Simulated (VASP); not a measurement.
A run of VASP 6.6.1 is set up as follows.

INCAR

```
SYSTEM = HfB
PREC     = Accurate       ! precision mode
ENCUT    = 520            ! plane-wave cutoff, eV
EDIFF    = 1E-6           ! SCF threshold, eV
ISMEAR   = -1             ! smearing method
SIGMA    = 0.05           ! smearing width, eV
LREAL    = .FALSE.        ! projectors in reciprocal space
LASPH    = .TRUE.         ! aspherical terms in the spheres
NELM     = 80             ! most SCF steps
ALGO     = Normal         ! electronic algorithm
ISIF     = 2              ! what is computed and relaxed
LWAVE    = .FALSE.        ! write WAVECAR
LCHARG   = .FALSE.        ! write CHGCAR
GGA      = PE             ! functional
NBANDS   = 14             ! bands
```

File KPOINTS:

```
regular mesh
0
G
  10 10 10
  0 0 0
```

File POSCAR:

```
HfB
1.0
    0.0000000000      2.3100000000      2.3100000000
    2.3100000000      0.0000000000      2.3100000000
    2.3100000000      2.3100000000      0.0000000000
Hf B
1 1
Direct
    0.5000000000      0.5000000000      0.5000000000
    0.0000000000      0.0000000000      0.0000000000
```

Potentials or basis: VASP PAW PBE potentials, release 64 (Hf_pv, B).

Command:

```sh
$ cat potpaw_PBE.64/Hf_pv/POTCAR potpaw_PBE.64/B/POTCAR > POTCAR
$ mpirun -np 1 vasp_std > vasp.out
```

(1) Estimate the pressure.

## Answers

(1) 30.5 GPa.
